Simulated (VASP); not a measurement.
A run of VASP 6.6.1 is set up as follows.

Contents of INCAR:

```
PREC     = Accurate       # precision mode
ENCUT    = 520            # plane-wave cutoff, eV
EDIFF    = 1E-6           # SCF threshold, eV
ISMEAR   = -1             # smearing method
SIGMA    = 0.1            # smearing width, eV
LREAL    = F              # projectors in reciprocal space
LASPH    = T              # aspherical terms in the spheres
NELM     = 80             # most SCF steps
ALGO     = Normal         # electronic algorithm
ISIF     = 2              # what is computed and relaxed
LWAVE    = F              # write WAVECAR
LCHARG   = F              # write CHGCAR
GGA      = PE             # functional
NBANDS   = 11             # bands
```

File KPOINTS:

```
Automatic mesh
0
Gamma
  4 4 4
```

POSCAR

```
Pt
1.0
    0.0000000000      1.9857786488      1.9857786488
    1.9857786488      0.0000000000      1.9857786488
    1.9857786488      1.9857786488      0.0000000000
Pt
1
Direct
    0.0000000000      0.0000000000      0.0000000000
```

Potentials or basis: VASP PAW PBE potentials, release 64 (Pt).

The run is started by

```bash
$ cat potpaw_PBE.64/Pt/POTCAR > POTCAR
$ mpirun -np 1 vasp_std > vasp.out
```

Task: Estimate the pressure.

Result: -2.4 GPa.

Task: Predict the band gap on the k mesh.

Result: Zero (band 5 reaches 11.00 eV, above the bottom of band 6 at 9.02 eV).

Caveat: the k points lie up to 0.69 Å⁻¹ apart; spin-orbit coupling is left out, which moves the levels of the heavy elements.
